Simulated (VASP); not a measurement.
The system is CdTe.

```xyz
2
Lattice="0.0000 3.2050 3.2050 3.2050 0.0000 3.2050 3.2050 3.2050 0.0000" Properties=species:S:1:pos:R:3 pbc="T T T"
Cd    0.0000    0.0000    0.0000
Te    4.8075    4.8075    4.8075
```

```yaml
Program: VASP 6.6.1
Task: relaxation of cell and atoms
Functional: PBEsol
Potentials_or_basis: VASP PAW PBE potentials, release 64 (Cd, Te)
Cutoff: 600 eV
k_mesh: 10 × 10 × 10
Occupations: fermi-dirac, width 0.1 eV
Spin: no spin polarisation
```

At the start: pressure 1.8 GPa; volume 32.92 Å³/atom.

Task: Where does the relaxation end?

Result: Over 3 steps the energy falls by 7.3 meV/atom and the volume is 34.26 Å³/atom (+4.1 %); space group F-43m (No. 216, to 0.05 Å).

Step by step:
| step | energy change (eV) | largest force (eV/Å) | pressure (GPa) | volume (Å³) |
| --- | --- | --- | --- | --- |
| 1 | 0.0000 | 0.0000 | 1.81 | 65.84 |
| 2 | -0.0130 | 0.0000 | -0.53 | 69.46 |
| 3 | -0.0146 | 0.0000 | 0.00 | 68.52 |

Final structure:
```
CELL_PARAMETERS angstrom
0.00000 3.24783 3.24783
3.24783 0.00000 3.24783
3.24783 3.24783 0.00000
ATOMIC_POSITIONS crystal
Cd 0.00000 0.00000 0.00000
Te 0.75000 0.75000 0.75000
```

Caveat: the PAW data sets were made with another functional, which shifts forces and pressure a little.
